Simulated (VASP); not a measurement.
# AlN (P6_3mc) in VASP: a series of runs, part 2 of 2

VASP 6.6.1.

**5. Relaxation of cell and atoms, LDA**

This run uses another cell than the first one, of 10.65 Å³/atom, 1.023 times its volume.

File INCAR:

```
SYSTEM = AlN
ALGO = Normal
EDIFF = 1E-6
EDIFFG = -0.005
ENCUT = 600
IBRION = 2
ISIF = 3
ISMEAR = -1
LASPH = .True.
LCHARG = .False.
LREAL = .False.
LWAVE = .False.
NELM = 80
NSW = 80
PREC = Accurate
SIGMA = 0.02
```

File KPOINTS:

```
k-points
0
Gamma
  12 12 6
  0 0 0
```

File POSCAR:

```
AlN
1.0
    3.1302469295      0.0000000000      0.0000000000
   -1.5651234647      2.7108733610      0.0000000000
    0.0000000000      0.0000000000      5.0179926469
Al N
2 2
Direct
    0.3333333333      0.6666666667     -0.0007707944
    0.6666666667      0.3333333333      0.4992292056
    0.3333333333      0.6666666667      0.3807707944
    0.6666666667      0.3333333333      0.8807707944
```

Potentials or basis: VASP PAW LDA potentials, release 64 (Al, N).

Started as:

```bash
cat potpaw_LDA.64/Al/POTCAR potpaw_LDA.64/N/POTCAR > POTCAR
mpirun -np 1 vasp_std > vasp.out
```

OUTCAR:

```text
SYSTEM = AlN
   EDIFF = 1E-6
   EDIFFG = -0.005
   ENCUT = 600
   IBRION = 2
   ISIF = 3
   ISMEAR = -1
   LASPH = .True.
   LREAL = .False.
   NELM = 80
   NSW = 80
   PREC = Accurate

 ion  position               nearest neighbor table
   1  0.333  0.667  0.999-   4 1.90   4 1.90   4 1.90   3 1.91   2 3.09   2 3.09   2 3.09   2 3.09
                             2 3.09   2 3.09
   2  0.667  0.333  0.499-   3 1.90   3 1.90   3 1.90   4 1.91   1 3.09   1 3.09   1 3.09   1 3.09
                             1 3.09   1 3.09
   3  0.333  0.667  0.381-   2 1.90   2 1.90   2 1.90   1 1.91
   4  0.667  0.333  0.881-   1 1.90   1 1.90   1 1.90   2 1.91

  LATTYP: Found a hexagonal cell.
 ALAT       =     3.1302469295
 C/A-ratio  =     1.6030660711

  Lattice vectors:

 A1 = (   3.1302469295,   0.0000000000,   0.0000000000)
 A2 = (  -1.5651234647,   2.7108733610,   0.0000000000)
 A3 = (   0.0000000000,   0.0000000000,   5.0179926469)

Analysis of symmetry for initial positions (statically):
=====================================================================
 Subroutine PRICEL returns:
 Original cell was already a primitive cell.

 Routine SETGRP: Setting up the symmetry group for a
 hexagonal supercell.

 Subroutine GETGRP returns: Found 12 space group operations
 (whereof  6 operations were pure point group operations)
 out of a pool of 24 trial point group operations.

The static configuration has the point symmetry C_3v.
 The point group associated with its full space group is C_6v.

Analysis of symmetry for dynamics (positions and initial velocities):
=====================================================================
 Subroutine PRICEL returns:
 Original cell was already a primitive cell.

 Routine SETGRP: Setting up the symmetry group for a
 hexagonal supercell.

 Subroutine GETGRP returns: Found 12 space group operations
 (whereof  6 operations were pure point group operations)
 out of a pool of 24 trial point group operations.

The dynamic configuration has the point symmetry C_3v.
[... 141 lines left out ...]
   NGX = 13   NGY = 13   NGZ = 21

--------------------------------------- Ionic step        1  -------------------------------------------

 number of electron      16.0000000 magnetization

 Free energy of the ion-electron system (eV)
  ---------------------------------------------------
  ext. energy  EPLUGINS =         0.00000000
  ---------------------------------------------------
  free energy    TOTEN  =       -32.80395953 eV

  energy without entropy =      -32.80395953  energy(sigma->0) =      -32.80395953

------------------------ aborting loop because EDIFF is reached ----------------------------------------

  FORCE on cell =-STRESS in cart. coord.  units (eV):
  Direction    XX          YY          ZZ          XY          YZ          ZX
  --------------------------------------------------------------------------------------
  -------------------------------------------------------------------------------------
  Total       -2.0653687     -2.0653687     -2.0167049     -0.0000000      0.0000000      0.0000000
  in kB      -77.7124019    -77.7124019    -75.8813582     -0.0000000      0.0000000      0.0000000
  external PRESSURE =     -77.1020540 kB  Pullay stress =       0.0000000 kB
[... 215 lines left out ...]
--------------------------------------- Ionic step        7  -------------------------------------------

 number of electron      15.9999999 magnetization

 Free energy of the ion-electron system (eV)
  ---------------------------------------------------
  ext. energy  EPLUGINS =         0.00000000
  ---------------------------------------------------
  free energy    TOTEN  =       -32.84446521 eV

  energy without entropy =      -32.84446521  energy(sigma->0) =      -32.84446521

 E-fermi :   6.4728     XC(G=0): -11.3323

 val. band max:        6.0884722763   @ k =   0.0000   0.0000   0.0000
 cond. band min:      10.4910745660   @ k =   0.0000   0.0000   0.0000
 fundamental gap:      4.4026022897
 Fermi energy:         6.4728447935

 k-point     1 :       0.0000    0.0000    0.0000
  band No.  band energies     occupation
      1      -9.0681      2.00000
      2      -6.7830      2.00000
      3      -0.0535      2.00000
      4       5.2020      2.00000
      5       5.2020      2.00000
      6       5.8627      2.00000
      7       5.8627      2.00000
      8       6.0885      2.00000
      9      10.4911      0.00000
     10      12.7997      0.00000
     11      16.7241      0.00000
     12      17.1708      0.00000
[... 331 lines left out ...]
 k-point    24 :       0.3333    0.0000    0.1667
  band No.  band energies     occupation
      1      -7.6733      2.00000
      2      -6.3483      2.00000
      3       1.0653      2.00000
      4       2.0780      2.00000
      5       2.6761      2.00000
      6       4.2696      2.00000
      7       5.2752      2.00000
      8       5.4133      2.00000
      9      11.9106      0.00000
     10      12.6794      0.00000
     11      14.6305      0.00000
     12      16.2490      0.00000

 [... further k-points ...]
[... 5 lines left out ...]
  --------------------------------------------------------------------------------------
  -------------------------------------------------------------------------------------
  Total       -0.0011327     -0.0011327     -0.0069191     -0.0000000     -0.0000000      0.0000000
  in kB       -0.0443253     -0.0443253     -0.2707521     -0.0000000     -0.0000000      0.0000000
  external PRESSURE =      -0.1198009 kB  Pullay stress =       0.0000000 kB
[... 19 lines left out ...]
  FREE ENERGIE OF THE ION-ELECTRON SYSTEM (eV)
  ---------------------------------------------------
  free  energy   TOTEN  =       -32.8444652130 eV

  energy  without entropy=      -32.8444652130  energy(sigma->0) =      -32.84446521

 reached required accuracy - stopping structural energy minimisation
```

OSZICAR:

```text
N       E                     dE             d eps       ncg     rms          rms(c)
DAV:   1     0.557594887670E+02    0.55759E+02   -0.81868E+03  1824   0.133E+03
DAV:   2    -0.334258872781E+02   -0.89185E+02   -0.81465E+02  2744   0.224E+02
DAV:   3    -0.377332522311E+02   -0.43074E+01   -0.42785E+01  2380   0.528E+01
[... 43 lines left out ...]
       N       E                     dE             d eps       ncg     rms          rms(c)
DAV:   1    -0.328444797250E+02   -0.44575E-04   -0.52105E-03  1824   0.683E-01    0.263E-02
DAV:   2    -0.328444693484E+02    0.10377E-04   -0.81278E-05  2264   0.792E-02    0.113E-02
DAV:   3    -0.328444659004E+02    0.34479E-05   -0.48527E-06  2088   0.192E-02    0.432E-03
DAV:   4    -0.328444652130E+02    0.68740E-06   -0.10358E-06   976   0.902E-03
   7 F= -.32844465E+02 E0= -.32844465E+02  d E =-.300686E-04
```

Run time: 54 s. Hardware: 1 thread of Intel Xeon 6975P-C (Granite Rapids), shared host; peak memory 0.18 GiB.

What came out:

* Free energy: -32.8445 eV
* Relaxed volume: 10.24 Å³/atom
* Relaxed cell: a = 3.091 Å, b = 3.091 Å, c = 4.948 Å, α = 90.00°, β = 90.00°, γ = 120.00°
* Space group after relaxing (to 0.05 Å): P6_3mc (No. 186)
* Energy gained by relaxing: 10.1 meV/atom
* Ionic steps: 7
* Pressure after relaxing: 0.0 GPa
* Band gap on the k mesh: 4.40 eV, direct

The path:
```tsv
step	energy change (eV)	largest force (eV/Å)	pressure (GPa)	volume (Å³)
1	0.0000	0.0074	-7.71	42.58
2	-0.0046	0.0231	8.15	39.50
3	-0.0404	0.0081	-0.06	40.96
4	-0.0404	0.0084	0.10	40.93
5	-0.0405	0.0139	-0.10	40.96
6	-0.0405	0.0138	-0.10	40.96
7	-0.0405	0.0010	-0.01	40.94
```

Final structure:
```yaml
crystal:
  lattice:
    - [3.09114, 0.00000, 0.00000]
    - [-1.54557, 2.67700, 0.00000]
    - [0.00000, 0.00000, 4.94792]
  atoms:
    - { symbol: Al, position: [0.33333, 0.66667, 0.99904] }
    - { symbol: Al, position: [0.66667, 0.33333, 0.49904] }
    - { symbol: N, position: [0.33333, 0.66667, 0.38096] }
    - { symbol: N, position: [0.66667, 0.33333, 0.88096] }
```

Levels at points of the mesh, in eV from the valence-band top:
```csv
k point,band 6,band 7,band 8,band 9,band 10,band 11
"(0.00, 0.00, 0.00)",-0.23,-0.23,0.00,4.40,6.71,10.64
"(0.50, 0.00, 0.00)",-2.14,-1.84,-0.71,5.72,5.72,8.25
"(0.00, 0.00, 0.50)",-0.57,-0.57,-0.57,6.59,6.59,10.30
"(0.50, 0.00, 0.50)",-1.51,-1.40,-1.40,5.25,5.25,9.19
```

A k mesh can miss the band edges. Zero-point motion and thermal expansion aren't in these numbers.

**6. Single point, HSE06**

This run uses another cell than the first one, of 10.37 Å³/atom, 0.997 times its volume.

File POSCAR:

```
AlN
1.0
    3.1050073285      0.0000000000      0.0000000000
   -1.5525036642      2.6890152254      0.0000000000
    0.0000000000      0.0000000000      4.9684803327
Al N
2 2
Direct
    0.3333333333      0.6666666667     -0.0010060611
    0.6666666667      0.3333333333      0.4989939389
    0.3333333333      0.6666666667      0.3810060611
    0.6666666667      0.3333333333      0.8810060611
```

File INCAR.step1:

```
PREC = Accurate ; ENCUT = 520
EDIFF = 1E-5 ; ISMEAR = -1
SIGMA = 0.02 ; LREAL = False
LASPH = True ; NELM = 80
ALGO = Normal ; ISIF = 2
LWAVE = True ; LCHARG = False
GGA = PE ; NBANDS = 16
```

File INCAR.step2:

```
PREC = Accurate ; ENCUT = 520
EDIFF = 1E-6 ; ISMEAR = -1
SIGMA = 0.02 ; LREAL = False
LASPH = True ; NELM = 80
ALGO = Normal ; ISIF = 2
LWAVE = False ; LCHARG = False
GGA = PE ; LHFCALC = True
HFSCREEN = 0.2079 ; PRECFOCK = Normal
ISTART = 1 ; NBANDS = 16
```

File KPOINTS:

```
Automatic mesh
0
Gamma
  6 6 4
```

Potentials or basis: VASP PAW PBE potentials, release 64 (Al, N).

Started as:

```bash
cat potpaw_PBE.64/Al/POTCAR potpaw_PBE.64/N/POTCAR > POTCAR
cp INCAR.step1 INCAR
mpirun -np 1 vasp_std > vasp.out
cp INCAR.step2 INCAR
mpirun -np 1 vasp_std > vasp.out
```

Wall time 21 min (1 thread of Intel Xeon Platinum 8375C at 2.90GHz (Ice Lake), shared host); peak memory 0.26 GiB.

It converged, with:

| Item | Value |
| --- | --- |
| Free energy | -34.8950 eV |
| Pressure | -0.2 GPa |
| Band gap on the k mesh | 5.61 eV, direct |

Stress tensor (GPa, compression positive):
```
-0.20  0.00  0.00
 0.00 -0.20  0.00
 0.00  0.00 -0.06
```

Levels at points of the mesh, in eV from the valence-band top:
```csv
k point,band 6,band 7,band 8,band 9,band 10,band 11
"(0.00, 0.00, 0.00)",-0.25,-0.25,0.00,5.61,8.17,12.52
"(0.50, 0.00, 0.00)",-2.33,-1.91,-0.78,7.18,7.18,9.77
"(0.00, 0.00, 0.50)",-0.62,-0.62,-0.62,7.99,7.99,12.05
"(0.50, 0.00, 0.50)",-1.63,-1.50,-1.50,6.67,6.67,10.82
```

Caveat: the PAW data sets were made with another functional, which shifts forces and pressure a little.

**7. The runs side by side**

```csv
task,level,potentials or basis,cell,k mesh,cutoff (eV),smearing,grid for exact exchange (PRECFOCK),screening parameter,gap on the mesh (eV),pressure (GPa),relaxed volume (Å³/atom)
single point,r2SCAN,"VASP PAW PBE potentials, release 64 (Al, N)","a = 3.107, b = 3.107, c = 4.979 Å, angles 90.0, 90.0, 120.0°, 4 atoms",12 × 12 × 6,520,fermi-dirac 0.02 eV,-,-,4.92,-0.4,-
single point,r2SCAN,"VASP PAW PBE potentials, release 64 (Al, N)","a = 3.107, b = 3.107, c = 4.979 Å, angles 90.0, 90.0, 120.0°, 4 atoms",12 × 12 × 6,520,gaussian 0.01 eV,-,-,4.92,-0.4,-
relaxation of cell and atoms,PBEsol,"VASP PAW PBE potentials, release 64 (Al, N)","relaxed from a = 3.130, b = 3.130, c = 5.018 Å, angles 90.0, 90.0, 120.0°, 4 atoms",12 × 12 × 6,600,fermi-dirac 0.02 eV,-,-,4.12,0.0,10.45
relaxation of cell and atoms,LDA,"VASP PAW LDA potentials, release 64 (Al, N)","relaxed from a = 3.130, b = 3.130, c = 5.018 Å, angles 90.0, 90.0, 120.0°, 4 atoms",12 × 12 × 6,600,fermi-dirac 0.02 eV,-,-,4.40,0.0,10.24
single point,HSE06,"VASP PAW PBE potentials, release 64 (Al, N)","a = 3.105, b = 3.105, c = 4.968 Å, angles 90.0, 90.0, 120.0°, 4 atoms",6 × 6 × 4,520,fermi-dirac 0.02 eV,Normal,0.2079 1/Å,5.61,-0.2,-
```

Alike in all rows: no spin polarisation.

Caveats: the PAW data sets were made with another functional, which shifts forces and pressure a little (some runs).

Absolute energies hang on the potentials; compare differences alone.

**8. How close it comes**

Step 2. Measured gap of AlN: 6.0343 eV (an exciton energy, a little under the gap; 0 K; quoted in “Structural and optical properties of self-assembled AlN nanowires grown on SiO2/Si substrates by molecular beam epitaxy”, 2024, arxiv:2402.00216). This calculation gives 4.92 eV (-1.11 eV). 2 values of this kind are on record (6.034 to 6.0343 eV); this one was drawn at random. The value is that of r2SCAN on a finite k mesh, which can miss the band edges, without temperature or zero-point motion.

Step 3. Against the measured gap of AlN, 6.0343 eV (an exciton energy, a little under the gap; 0 K; quoted in “Structural and optical properties of self-assembled AlN nanowires grown on SiO2/Si substrates by molecular beam epitaxy”, 2024, arxiv:2402.00216), the calculated 4.92 eV is off by -1.11 eV. 2 values of this kind are on record (6.034 to 6.0343 eV); this one was drawn at random. The value is that of r2SCAN on a finite k mesh, which can miss the band edges, without temperature or zero-point motion.

Step 6. Against the measured gap of AlN, 6.034 eV (an exciton energy, a little under the gap; 10 K; quoted in “Self-assembly of well-separated AlN nanowires directly on sputtered metallic TiN films”, 2019, arxiv:1910.07391), the calculated 5.61 eV is off by -0.42 eV. 2 values of this kind are on record (6.034 to 6.0343 eV); this one was drawn at random. The value is that of HSE06, without temperature or zero-point motion.
